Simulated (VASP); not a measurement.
# Sb in VASP: notebook, part 2 of 2

VASP 6.6.1.

## (3) Single point, PBE (strain -0.5%)

The input, INCAR:

```
PREC = Accurate
ENCUT = 520
EDIFF = 1E-6
ISMEAR = -1
SIGMA = 0.02
LREAL = False
LASPH = True
NELM = 60
ALGO = Normal
ISIF = 2
LWAVE = False
LCHARG = True
LDIPOL = True
IDIPOL = 3
DIPOL = 0.5 0.5 0.327
GGA = PE
LELF = True
LVHAR = True
LVACPOTAV = True
NBANDS = 18
```

The input, KPOINTS:

```
Automatic mesh
0
Gamma
  6 6 1
```

The input, POSCAR:

```
Sb
1.0
    5.1037682625      0.0000000000      0.0000000000
    0.0000000000      4.2188760407      0.0000000000
    0.0000000000      0.0000000000     29.0216962420
Sb
4
Direct
    0.0577054415      0.0000000000      0.3752020112
    0.4422945585      0.5000000000      0.3752020112
    0.5577054415      0.5000000000      0.2794806043
    0.9422945585      0.0000000000      0.2794806043
```

Potentials or basis: VASP PAW PBE potentials, release 64 (Sb).

Launch:

```
> cat potpaw_PBE.64/Sb/POTCAR > POTCAR
> mpirun -np 1 vasp_std > vasp.out
```

OUTCAR:

```text
PREC = Accurate
   ENCUT = 520
   EDIFF = 1E-6
   ISMEAR = -1
   LREAL = False
   LASPH = True
   NELM = 60
   ISIF = 2
   GGA = PE

 ion  position               nearest neighbor table
   1  0.058  0.000  0.375-   4 2.84   2 2.88   2 2.88   2 3.78   2 3.78
   2  0.442  0.500  0.375-   3 2.84   1 2.88   1 2.88   1 3.78   1 3.78
   3  0.558  0.500  0.279-   2 2.84   4 2.88   4 2.88   4 3.78   4 3.78
   4  0.942  0.000  0.279-   1 2.84   3 2.88   3 2.88   3 3.78   3 3.78

  LATTYP: Found a simple orthorhombic cell.
 ALAT       =     4.2188760407
 B/A-ratio  =     1.2097459639
 C/A-ratio  =     6.8790113675

  Lattice vectors:

 A1 = (   0.0000000000,  -4.2188760407,   0.0000000000)
 A2 = (   5.1037682625,   0.0000000000,   0.0000000000)
 A3 = (   0.0000000000,   0.0000000000,  29.0216962420)

Analysis of symmetry for initial positions (statically):
=====================================================================
 Subroutine PRICEL returns:
 Original cell was already a primitive cell.

 Routine SETGRP: Setting up the symmetry group for a
 simple orthorhombic supercell.

 Subroutine GETGRP returns: Found  8 space group operations
 (whereof  2 operations were pure point group operations)
 out of a pool of  8 trial point group operations.

The static configuration has the point symmetry C_1h.
 The point group associated with its full space group is D_2h.

Analysis of symmetry for dynamics (positions and initial velocities):
=====================================================================
 Subroutine PRICEL returns:
 Original cell was already a primitive cell.

 Routine SETGRP: Setting up the symmetry group for a
 simple orthorhombic supercell.

 Subroutine GETGRP returns: Found  8 space group operations
 (whereof  2 operations were pure point group operations)
 out of a pool of  8 trial point group operations.

The dynamic configuration has the point symmetry C_1h.
 The point group associated with its full space group is D_2h.
[... 117 lines left out ...]
  Thomas-Fermi vector in A             =   1.537309
   LORBIT       =      0    0 simple, 1 ext, 2 COOP (PROOUT), +10 PAW based schemes
   GGA     = PE    functional components
   LHFCALC =     F    Hartree Fock is set to
   AEXX    =    0.0000 exact exchange contribution
   IVDW    =     0    specifies the selected vdW correction
   LEPSILON=     F    determine dielectric tensor
   LRPA    =     F    only Hartree local field effects (RPA)
 non-spin polarized calculation
  energy-cutoff  :      520.00
  volume of cell :      624.90
 maximum number of plane-waves:     16888
 NGX is ok and might be reduce to    40
   NGX = 19   NGY = 15   NGZ =107

 dipolmoment           0.000000      0.000000     -0.000000 electrons x Angstroem

 number of electron      20.0000002 magnetization

 dipolmoment           0.000000      0.000000      0.000007 electrons x Angstroem

 Free energy of the ion-electron system (eV)
  ---------------------------------------------------
  ext. energy  EPLUGINS =         0.00000000
  ---------------------------------------------------
  free energy    TOTEN  =       -16.13183031 eV

  energy without entropy =      -16.13183012  energy(sigma->0) =      -16.13183022

 E-fermi :  -1.7804     XC(G=0):  -2.3247

 val. band max:       -2.0328089060   @ k =   0.3333   0.0000   0.0000
 cond. band min:      -1.5416887385   @ k =   0.0000   0.0000   0.0000
 fundamental gap:      0.4911201676
 Fermi energy:        -1.7804152890

 k-point     1 :       0.0000    0.0000    0.0000
  band No.  band energies     occupation
      1     -13.9347      2.00000
      2     -12.1557      2.00000
      3      -9.8454      2.00000
      4      -7.3892      2.00000
      5      -5.9500      2.00000
      6      -5.3240      2.00000
[... 313 lines left out ...]
      5      -6.2375      2.00000
      6      -6.2375      2.00000
[... 10 lines left out ...]
     17       3.4005      0.00000
     18       3.4005      0.00000

------------------------ aborting loop because EDIFF is reached ----------------------------------------

  FORCE on cell =-STRESS in cart. coord.  units (eV):
  Direction    XX          YY          ZZ          XY          YZ          ZX
  --------------------------------------------------------------------------------------
  -------------------------------------------------------------------------------------
  Total        0.8154425      1.4894682      1.2008739     -0.0000000      0.0000000     -0.0000000
  in kB        2.0907083      3.8188386      3.0789134     -0.0000000      0.0000000     -0.0000000
  external PRESSURE =       2.9961534 kB  Pullay stress =       0.0000000 kB

 VOLUME and BASIS-vectors are now :
 -----------------------------------------------------------------------------
  energy-cutoff  :      520.00
  volume of cell :      624.90
      direct lattice vectors                 reciprocal lattice vectors
     5.103768263  0.000000000  0.000000000     0.195933661  0.000000000  0.000000000
     0.000000000  4.218876041  0.000000000     0.000000000  0.237029955  0.000000000
     0.000000000  0.000000000 29.021696242     0.000000000  0.000000000  0.034456980

 POSITION                                       TOTAL-FORCE (eV/Angst)
 -----------------------------------------------------------------------------------
      0.29452      0.00000     10.88900        -0.224285      0.000000      0.217195
      2.25737      2.10944     10.88900         0.224285     -0.000000      0.217195
      2.84640      2.10944      8.11100        -0.224285     -0.000000     -0.217195
      4.80925      0.00000      8.11100         0.224285     -0.000000     -0.217195
 -----------------------------------------------------------------------------------
    total drift:                               -0.000000      0.000000      0.000039

  FREE ENERGIE OF THE ION-ELECTRON SYSTEM (eV)
  ---------------------------------------------------
  free  energy   TOTEN  =       -16.1318303150 eV

  energy  without entropy=      -16.1318301194  energy(sigma->0) =      -16.13183022

 vacuum level on the upper side and lower side of the slab         2.145         2.145
```

Wall time 2.2 min (1 thread of Intel Xeon 6975P-C (Granite Rapids), shared host); peak memory 0.64 GiB.

What came out:

```yaml
Free_energy: -16.1318 eV
Largest_force: 0.312 eV/Å
Band_gap_on_the_k_mesh: 0.49 eV, indirect (least direct gap 0.65 eV)
```

Forces on the atoms (eV/Å):
```
Sb  -0.224  0.000  0.217
Sb   0.224  0.000  0.217
Sb  -0.224  0.000 -0.217
Sb   0.224  0.000 -0.217
```

Levels at points of the mesh, in eV from the valence-band top:
```csv
k point,band 7,band 8,band 9,band 10,band 11,band 12,band 13,band 14
"(0.00, 0.00, 0.00)",-2.50,-1.64,-1.14,-0.16,0.49,1.82,2.21,2.72
"(0.50, 0.00, 0.00)",-1.49,-1.49,-0.53,-0.53,1.19,1.19,2.03,2.03
"(0.00, 0.50, 0.00)",-1.87,-1.87,-1.62,-1.62,0.90,0.90,1.15,1.15
"(0.50, 0.50, 0.00)",-3.38,-3.38,-1.48,-1.48,2.17,2.17,3.95,3.95
```

Caveat: the cell differs from its parent crystal (strain -0.5%); spin-orbit coupling is left out, which moves the levels of the heavy elements.
